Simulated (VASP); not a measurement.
# CoSi2 (Fm-3m) in VASP: notebook, part 2 of 2

VASP 6.6.1. The steps go on from the part before.

**4. Single point, PBEsol**

File INCAR:

```
ALGO = Normal
EDIFF = 1E-6
ENCUT = 520
GGA = PS
ISIF = 2
ISMEAR = 0
ISYM = 0
LASPH = T
LCHARG = F
LREAL = F
LWAVE = F
NBANDS = 16
NELM = 60
PREC = Accurate
SIGMA = 0.1
```

File KPOINTS:

```
k-points
0
Gamma
  9 9 11
```

File POSCAR:

```
CoSi2
1.0
    3.7565103795      0.0000000000      0.0000000000
   -1.8782551897      3.2532334182      0.0000000000
    1.8782551897      1.0844111394      3.0671778811
Co Si
1 2
Direct
    0.0000000000      0.0000000000      0.0000000000
    0.5000000000      0.7500000000      0.7500000000
    0.5000000000      0.2500000000      0.2500000000
```

Potentials or basis: VASP PAW PBE potentials, release 64 (Co, Si).

Launch:

```sh
$ cat potpaw_PBE.64/Co/POTCAR potpaw_PBE.64/Si/POTCAR > POTCAR
$ mpirun -np 1 vasp_std > vasp.out
```

OUTCAR:

```text
EDIFF = 1E-6
   ENCUT = 520
   GGA = PS
   ISIF = 2
   ISMEAR = 0
   ISYM = 0
   LASPH = T
   LREAL = F
   NELM = 60
   PREC = Accurate

 ion  position               nearest neighbor table
   1  0.000  0.000  0.000-   2 2.30   3 2.30   3 2.30   2 2.30   3 2.30   2 2.30   2 2.30   3 2.30

   2  0.500  0.750  0.750-   1 2.30   1 2.30   1 2.30   1 2.30   3 2.66   3 2.66   3 2.66   3 2.66
                             3 2.66   3 2.66
   3  0.500  0.250  0.250-   1 2.30   1 2.30   1 2.30   1 2.30   2 2.66   2 2.66   2 2.66   2 2.66
                             2 2.66   2 2.66

IMPORTANT INFORMATION: All symmetrisations will be switched off!
NOSYMM: (Re-)initialisation of all symmetry stuff for point group C_1.

----------------------------------------------------------------------------------------

                                     Primitive cell

  volume of cell :      37.4834

  direct lattice vectors                    reciprocal lattice vectors
     3.756510379  0.000000000  0.000000000     0.266204509  0.153693245 -0.217355071
    -1.878255190  3.253233418  0.000000000     0.000000000  0.307386490 -0.108677536
     1.878255190  1.084411139  3.067177881     0.000000000  0.000000000  0.326032607

  length of vectors
     3.756510379  3.756510379  3.756510379     0.376470027  0.326032607  0.326032607

  position of ions in fractional coordinates (direct lattice)
     0.000000000  0.000000000  0.000000000
     0.500000000  0.750000000  0.750000000
     0.500000000  0.250000000  0.250000000

  ion indices of the primitive-cell ions
   primitive index   ion index
                 1           1
                 2           2
                 3           3

----------------------------------------------------------------------------------------

 KPOINTS: k-points

Automatic generation of k-mesh.
 Grid dimensions read from file:
 generate k-points for:    9    9   11

 Generating k-lattice:

  Cartesian coordinates                     Fractional coordinates (reciprocal lattice)
     0.029578279  0.017077027 -0.024150563     0.111111111  0.000000000  0.000000000
     0.000000000  0.034154054 -0.012075282     0.000000000  0.111111111 -0.000000000
     0.000000000  0.000000000  0.029639328     0.000000000  0.000000000  0.090909091

  Length of vectors
     0.041830003  0.036225845  0.029639328

  Shift w.r.t. Gamma in fractional coordinates (k-lattice)
     0.000000000  0.000000000  0.000000000

 -----------------------------------------------------------------------------
|                                                                             |
|           W    W    AA    RRRRR   N    N  II  N    N   GGGG   !!!           |
|           W    W   A  A   R    R  NN   N  II  NN   N  G    G  !!!           |
|           W    W  A    A  R    R  N N  N  II  N N  N  G       !!!           |
|           W WW W  AAAAAA  RRRRR   N  N N  II  N  N N  G  GGG   !            |
|           WW  WW  A    A  R   R   N   NN  II  N   NN  G    G                |
|           W    W  A    A  R    R  N    N  II  N    N   GGGG   !!!           |
|                                                                             |
|     Your reciprocal lattice and k-lattice belong to different lattice       |
|     classes:                                                                |
|                                                                             |
|        The reciprocal lattice is body-centered cubic,                       |
|        whereas your k-lattice is base-centered monoclinic.                  |
|                                                                             |
|     Results are often still useful ...                                      |
|                                                                             |
 -----------------------------------------------------------------------------

 WARNING: IBZKPT: internal override: KBLOWUP is changed to .FALSE.
      ... skipping the blow-up phase ...

 Subroutine IBZKPT returns following result:
 ===========================================

 Found    446 irreducible k-points:

 Following reciprocal coordinates:
            Coordinates               Weight
  0.000000  0.000000  0.000000      1.000000
  0.111111  0.000000  0.000000      2.000000
  0.222222  0.000000  0.000000      2.000000
  0.333333  0.000000  0.000000      2.000000
  0.444444  0.000000  0.000000      2.000000
  0.000000  0.111111 -0.000000      2.000000
[... 16 lines left out ...]
 -0.111111  0.222222  0.000000      2.000000
  0.000000  0.333333  0.000000      2.000000
 [... further k-points ...]
   k-points           NKPTS =    446   k-points in BZ     NKDIM =    446   number of bands    NBANDS=     16
   number of dos      NEDOS =    301   number of ions     NIONS =      3
   total plane-waves  NPLWV =  21952
   dimension x,y,z NGX =    28 NGY =   28 NGZ =   28
   dimension x,y,z NGXF=    56 NGYF=   56 NGZF=   56
   ions per type =               1   2
   NGX,Y,Z   is equivalent  to a cutoff of  12.39, 12.39, 12.39 a.u.
   NGXF,Y,Z  is equivalent  to a cutoff of  24.78, 24.78, 24.78 a.u.
 SYSTEM =  unknown system
   PREC   = accura    normal or accurate (medium, high low for compatibility)
   ISTART =      0    job   : 0-new  1-cont  2-samecut
   ICHARG =      2    charge: 1-file 2-atom 10-const
   ISPIN  =      1    spin polarized calculation?
   LNONCOLLINEAR =      F non collinear calculations
   LSORBIT =      F    spin-orbit coupling
   LASPH  =      T    aspherical Exc in radial PAW
   ENCUT  =  520.0 eV  38.22 Ry    6.18 a.u.   6.98  6.98  6.98*2*pi/ulx,y,z
   NELM   =     60;   NELMIN=  2; NELMDL= -5     # of ELM steps
   EDIFF  = 0.1E-05   stopping-criterion for ELM
   LREAL  =      F    real-space projection
   EDIFFG = 0.1E-04   stopping-criterion for IOM
   NSW    =      0    number of steps for IOM
   IBRION =     -1    ionic relax: 0-MD 1-quasi-New 2-CG
   NFREE  =      0    steps in history (QN), initial steepest desc. (CG)
   ISIF   =      2    stress and relaxation
   ISYM   =      0    0-nonsym 1-usesym 2-fastsym
   POTIM  = 0.5000    time-step for ionic-motion
   TEBEG  =    0.0;   TEEND  =   0.0 temperature during run
   PSTRESS=    0.0 pullay stress
   NELECT =      17.0000    total number of electrons
   NUPDOWN=      -1.0000    fix difference up-down
   EMIN   =  10.00;   EMAX   =-10.00  energy-range for DOS
[... 5 lines left out ...]
     AMIX     =   0.40;   BMIX     =  1.00
     AMIX_MAG =   1.60;   BMIX_MAG =  1.00
  volume/ion in A,a.u.               =      12.49        84.32
  Fermi-wavevector in a.u.,A,eV,Ry     =   1.257800  2.376897 21.525240  1.582061
  Thomas-Fermi vector in A             =   2.391441
   LORBIT       =      0    0 simple, 1 ext, 2 COOP (PROOUT), +10 PAW based schemes
   GGA     = PS    functional components
   LHFCALC =     F    Hartree Fock is set to
   AEXX    =    0.0000 exact exchange contribution
   IVDW    =     0    specifies the selected vdW correction
   LEPSILON=     F    determine dielectric tensor
   LRPA    =     F    only Hartree local field effects (RPA)
 non-spin polarized calculation
 Gauss-broadening in eV      SIGMA  =   0.10
  energy-cutoff  :      520.00
  volume of cell :       37.48
 maximum number of plane-waves:      1023
   NGX = 13   NGY = 13   NGZ = 13

 number of electron      17.0000005 magnetization

 Free energy of the ion-electron system (eV)
  ---------------------------------------------------
  ext. energy  EPLUGINS =         0.00000000
  ---------------------------------------------------
  free energy    TOTEN  =       -20.98417506 eV

  energy without entropy =      -20.97924693  energy(sigma->0) =      -20.98171100

 E-fermi :  10.3226     XC(G=0): -11.9677

 val. band max:       10.3166681650   @ k =   0.1111   0.2222   0.0000
 cond. band min:      10.3299007662   @ k =   0.2222   0.0000   0.0000
 fundamental gap:      0.0132326013
 Fermi energy:        10.3225857447

 k-point     1 :       0.0000    0.0000    0.0000
  band No.  band energies     occupation
      1      -2.9807      2.00000
      2       6.1386      2.00000
      3       6.1397      2.00000
      4       6.1399      2.00000
      5       8.3463      2.00000
      6       8.3474      2.00000
[... 8 lines left out ...]
     15      16.0929      0.00000
     16      16.0932      0.00000
[... 419 lines left out ...]
 k-point    24 :       0.0000    0.3333    0.0000
  band No.  band energies     occupation
      1      -1.3032      2.00000
      2       3.0814      2.00000
      3       6.5445      2.00000
      4       6.5450      2.00000
      5       8.2724      2.00000
      6       8.2737      2.00000
[... 8 lines left out ...]
     15      18.3957      0.00000
     16      19.1923      0.00000

 [... further k-points ...]
[... 5 lines left out ...]
  --------------------------------------------------------------------------------------
  -------------------------------------------------------------------------------------
  Total        0.0030527      0.0049099      0.0191173     -0.0016216     -0.0018311     -0.0031678
  in kB        0.1304853      0.2098680      0.8171428     -0.0693113     -0.0782689     -0.1354023
  external PRESSURE =       0.3858321 kB  Pullay stress =       0.0000000 kB

 VOLUME and BASIS-vectors are now :
 -----------------------------------------------------------------------------
  energy-cutoff  :      520.00
  volume of cell :       37.48
      direct lattice vectors                 reciprocal lattice vectors
     3.756510379  0.000000000  0.000000000     0.266204509  0.153693245 -0.217355071
    -1.878255190  3.253233418  0.000000000     0.000000000  0.307386490 -0.108677536
     1.878255190  1.084411139  3.067177881     0.000000000  0.000000000  0.326032607

 POSITION                                       TOTAL-FORCE (eV/Angst)
 -----------------------------------------------------------------------------------
      0.00000      0.00000      0.00000         0.000001      0.000001     -0.000001
      1.87826      3.25323      2.30038         0.002760      0.001593     -0.008257
      1.87826      1.08441      0.76679        -0.002761     -0.001594      0.008258
 -----------------------------------------------------------------------------------
    total drift:                                0.000001      0.000001     -0.000001

  FREE ENERGIE OF THE ION-ELECTRON SYSTEM (eV)
  ---------------------------------------------------
  free  energy   TOTEN  =       -20.9841750645 eV

  energy  without entropy=      -20.9792469300  energy(sigma->0) =      -20.98171100
```

stdout:

```text
POSCAR found type information on POSCAR CoSi
 POSCAR found :  2 types and       3 ions
 scaLAPACK will be used
 -----------------------------------------------------------------------------
|                                                                             |
|                                                                             |
|     You enforced a specific xc type in the INCAR file but a different       |
[... 22 lines left out ...]
 -----------------------------------------------------------------------------

 POSCAR, INCAR and KPOINTS ok, starting setup
 FFT: planning ... GRIDC
 FFT: planning ... GRID_SOFT
 FFT: planning ... GRID
 WAVECAR not read
 entering main loop
```

Run time: 1.9 min. Hardware: 1 thread of Intel Xeon Platinum 8559C (Emerald Rapids), shared host; peak memory 0.36 GiB.

What came out:

* Free energy: -20.9842 eV
* Pressure: 0.0 GPa

Caveat: the PAW data sets were made with another functional, which shifts forces and pressure a little.
